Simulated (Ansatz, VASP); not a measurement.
BeS in VASP and in Ansatz

```xyz
2
Lattice="0.0000 2.4433 2.4433 2.4433 0.0000 2.4433 2.4433 2.4433 0.0000" Properties=species:S:1:pos:R:3 pbc="T T T"
Be    0.0000    0.0000    0.0000
S     3.6649    3.6649    3.6649
```

Alike in both runs: task single point; functional revPBE; k mesh 8 × 8 × 8; occupations gaussian, width 0.05 eV; no spin polarisation.

|  | VASP | Ansatz |
| --- | --- | --- |
| version | VASP 6.6.1 | Ansatz 0.2.0 |
| potentials or method | VASP PAW PBE potentials, release 64 (Be, S), cutoff 600 eV | scalar-relativistic, plane waves, PAW |
| valence electrons in the cell | 8 | 8 |

Ansatz gave:

| Item | Value |
| --- | --- |
| gap on the k mesh at the Fermi level (eV) | 3.25 |
| least direct gap on the mesh (eV) | 5.72 |
| pressure (GPa) | 1.2 |

Problem. Estimate VASP's values.

Solution. gap on the k mesh at the Fermi level (eV): 3.24; least direct gap on the mesh (eV): 5.72; pressure (GPa): 1.2.

VASP's potentials were made for PBE, not for revPBE. The functional is the same, so the differences come from potentials, cutoffs and numerics.
